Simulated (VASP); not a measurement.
A run of VASP 6.6.1 is set up as follows.

The input INCAR:

```
ALGO = Normal ; EDIFF = 1E-6
ENCUT = 600 ; GGA = PE
GGA_COMPAT = False ; ISIF = 2
ISMEAR = 0 ; LASPH = True
LCHARG = False ; LREAL = False
LWAVE = False ; NBANDS = 32
NELM = 120 ; PREC = Accurate
SIGMA = 0.1
```

KPOINTS

```
k-points
0
Gamma
  6 6 2
```

The input POSCAR:

```
Be5Ag3
1.0
    3.6250720800      0.0000000000      0.0000000000
    0.0000000000      3.6250720800      0.0000000000
    0.0000000000      0.0000000000      7.7482590100
Be Ag
5 3
Direct
    0.0000000000      0.5000000000      0.2504879800
    0.0000000000      0.5000000000      0.7495120200
    0.5000000000      0.0000000000      0.2504879800
    0.5000000000      0.0000000000      0.7495120200
    0.0000000000      0.0000000000      0.0000000000
    0.0000000000      0.0000000000      0.5000000000
    0.5000000000      0.5000000000      0.0000000000
    0.5000000000      0.5000000000      0.5000000000
```

Potentials or basis: VASP PAW PBE potentials, release 64 (Be, Ag).

Run with:

```console
$ cat potpaw_PBE.64/Be/POTCAR potpaw_PBE.64/Ag/POTCAR > POTCAR
$ mpirun -np 1 vasp_std > vasp.out
```

**Question.** Estimate the band gap on the k mesh.

**Answer.** Zero (an odd number of electrons rules out a gap without spin polarisation).

**Question.** What does it give for the pressure?

**Answer.** -3.2 GPa.

**Question.** Estimate the largest force.

**Answer.** 0.427 eV/Å.

Forces on the atoms (eV/Å):
```
Be   0.000  0.000 -0.427
Be   0.000  0.000  0.427
Be   0.000  0.000 -0.427
Be   0.000  0.000  0.427
Be   0.000  0.000  0.000
Ag   0.000  0.000  0.000
Ag   0.000  0.000  0.000
Ag   0.000  0.000  0.000
```

Caveat: the k points lie up to 0.41 Å⁻¹ apart, too coarse for converged energies and pressures of a metal.
